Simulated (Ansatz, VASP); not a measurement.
# MnO: VASP beside Ansatz

```
Mn O
1.0
     0.00000    2.20500    2.20500
     2.20500    0.00000    2.20500
     2.20500    2.20500    0.00000
Mn O
1 1
Direct
  0.00000 0.00000 0.00000
  0.50000 0.50000 0.50000
```

Alike in both runs: task single point; functional PBE; k mesh 9 × 9 × 9; occupations fermi-dirac, width 0.03 eV; collinear spin; Hubbard terms Mn d U = 2.7 eV.

|  | VASP | Ansatz |
| --- | --- | --- |
| version | VASP 6.6.1 | Ansatz 0.2.0 |
| potentials or method | VASP PAW PBE potentials, release 64 (Mn_pv, O), cutoff 520 eV | PAW, plane waves, scalar-relativistic |
| valence electrons in the cell | 19 | 21 |

|  | VASP | Ansatz | Ansatz less VASP |
| --- | --- | --- | --- |
| pressure (GPa) | 11.4 | 12.5 | +1.14 |
| net moment per atom (μB) | 2.50 | 2.50 | 0.000 |
| size of the moment on the site where the two differ most (μB) | 4.58 | 4.23 | -0.346 |

Site moments also hang on the region over which each program counts them. The programs project onto different local orbitals, so the same U acts differently, and such runs can settle in different states. VASP's potentials hold 19 valence electrons a cell and Ansatz's 21, so a difference there can come from the potentials and not from the codes. Ansatz's warnings: filled band counts differ across k points.
